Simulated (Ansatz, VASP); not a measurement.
One calculation of KMgF3, two programs

```
CELL_PARAMETERS angstrom
3.98590 0.00000 0.00000
0.00000 3.98590 0.00000
0.00000 0.00000 3.98590
ATOMIC_POSITIONS crystal
K 0.50000 0.50000 0.50000
Mg 0.00000 0.00000 0.00000
F 0.50000 0.00000 0.00000
F 0.00000 0.50000 0.00000
F 0.00000 0.00000 0.50000
```

Alike in both runs: functional PBE; k mesh 6 × 6 × 6; occupations fermi-dirac, width 0.02 eV; no spin polarisation.

Ansatz relaxed the structure, and its values are those at the end. VASP's run is a single point on that final structure, the one shown.

|  | VASP | Ansatz |
| --- | --- | --- |
| version | VASP 6.6.1 | Ansatz 0.2.0 |
| potentials or method | VASP PAW PBE potentials, release 64 (K_sv, Mg, F) | plane-wave PAW, scalar-relativistic |
| plane-wave cutoff (eV) | 520 | 420 |
| valence electrons in the cell | 32 | 40 |

```tsv
	VASP	Ansatz	Ansatz less VASP
gap on the k mesh at the Fermi level (eV)	7.31	7.33	+0.029
pressure (GPa)	3.4	3.8	+0.40
```

VASP's potentials hold 32 valence electrons a cell and Ansatz's 40, so a difference there can come from the potentials and not from the codes. Ansatz's warnings: stress scf threshold loose.
